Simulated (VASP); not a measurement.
Set up this calculation in VASP 6.6.1, as the native input.

- Task: relaxation of cell and atoms
- Functional: PBE
- Dispersion: D3(BJ)
- Potentials or basis: VASP PAW PBE potentials, release 64 (C)
- Cutoff: 600 eV
- k mesh: 21 × 21 × 6
- Occupations: fermi-dirac, width 0.15 eV
- Spin: no spin polarisation
- Dipole correction: no
- Further INCAR settings: ALGO = Normal; EDIFF = 1e-06; IBRION = 2; EDIFFG = -0.001; NSW = 80; ISIF = 3

The structure of C lies in POSCAR:

```
C
1.0
    2.4649740435      0.0000000000      0.0000000000
   -1.2324870217      2.1347301413      0.0000000000
    0.0000000000      0.0000000000      6.7441729557
C
4
Direct
    0.0000000000      0.0000000000      0.2500000000
    0.0000000000      0.0000000000      0.7500000000
    0.3333333333      0.6666666667      0.2500000000
    0.6666666667      0.3333333333      0.7500000000
```

The input as run:

INCAR

```
ALGO = Normal
EDIFF = 1E-6
EDIFFG = -0.001
ENCUT = 600
GGA = PE
IBRION = 2
ISIF = 3
ISMEAR = -1
IVDW = 12
LASPH = T
LCHARG = F
LREAL = F
LWAVE = F
NELM = 60
NSW = 80
PREC = Accurate
SIGMA = 0.15
```

KPOINTS

```
k-points
0
Gamma
  21 21 6
```

Potentials or basis: VASP PAW PBE potentials, release 64 (C).

Command:

```sh
$ cat potpaw_PBE.64/C/POTCAR > POTCAR
$ mpirun -np 1 vasp_std > vasp.out
```

It gave:

* Relaxed volume: 8.78 Å³/atom
* Relaxed cell: a = 2.465 Å, b = 2.465 Å, c = 6.675 Å, α = 90.00°, β = 90.00°, γ = 120.00°
* Space group after relaxing (to 0.05 Å): P6_3/mmc (No. 194)
* Energy gained by relaxing: 0.1 meV/atom
* Ionic steps: 10
* Pressure after relaxing: 0.0 GPa
* Band gap on the k mesh: zero (band 8 reaches 4.72 eV, above the bottom of band 9 at 4.70 eV)
* Dispersion energy per atom: -0.157 eV

It took 3.1 min on 1 thread of Intel(R) Xeon(R) 6975P-C (Granite Rapids), with other jobs on the host, peak memory 0.22 GiB.
